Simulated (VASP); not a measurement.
## FePt (Tetraferroplatinum): single point with PBE

The system is FePt (Tetraferroplatinum).

```xyz
2
Lattice="2.7235 0.0000 0.0000 0.0000 2.7235 0.0000 0.0000 0.0000 3.7200" Properties=species:S:1:pos:R:3 pbc="T T T"
Fe    0.0000    0.0000    0.0000
Pt    1.3618    1.3618    1.8600
```

```
Program                : VASP 6.6.1
Task                   : single point
Functional             : PBE
Potentials or basis    : VASP PAW PBE potentials, release 64 (Fe, Pt)
Cutoff                 : 520 eV
k mesh                 : 12 × 12 × 9
Occupations            : fermi-dirac, width 0.1 eV
Spin                   : collinear spin, ferromagnetic start
Starting moments       : [3.32, 0.47] μB
Fixed moment           : 3.4 μB
Dipole correction      : no
Further INCAR settings : ALGO = Normal; EDIFF = 1e-06; NBANDS = 20
```

* Pressure: 4.1 GPa
* Net moment: 3.40 μB per cell
* Site moments: Fe +2.99; Pt +0.38 μB
* Valence electrons inside the program's atomic spheres: Fe 6.98; Pt 9.44

Stress tensor (GPa, compression positive):
```
4.17 0.00 0.00
0.00 4.17 0.00
0.00 0.00 3.93
```

Wall time 3 min on 1 thread of Oxide Virtual Turin-like Processor, on a shared host, peak memory 0.21 GiB.

Caveat: the total moment is fixed, so each spin has its own Fermi level.
